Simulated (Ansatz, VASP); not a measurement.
**Two plane-wave programs on Sr2C**

```
CELL_PARAMETERS angstrom
0.00000 3.36014 3.36014
3.36014 0.00000 3.36014
3.36014 3.36014 0.00000
ATOMIC_POSITIONS crystal
C 0.00000 0.00000 0.00000
Sr 0.25000 0.25000 0.25000
Sr 0.75000 0.75000 0.75000
```

Alike in both runs: task single point; functional PBE; k mesh 6 × 6 × 6; occupations fermi-dirac, width 0.02 eV; non-collinear spin, spin-orbit coupling.

|  | VASP | Ansatz |
| --- | --- | --- |
| version | VASP 6.6.1 | Ansatz 0.2.0 |
| potentials or method | VASP PAW PBE potentials, release 64 (C, Sr_sv) | plane waves, PAW |
| plane-wave cutoff (eV) | 520 | 420 |
| valence electrons in the cell | 24 | 24 |

Ansatz gave:

- pressure (GPa): 0.3
- net moment per atom (μB): 0.00

Problem. Which values does VASP return?

Solution. Pressure (GPa): 0.5; net moment per atom (μB): 0.00.
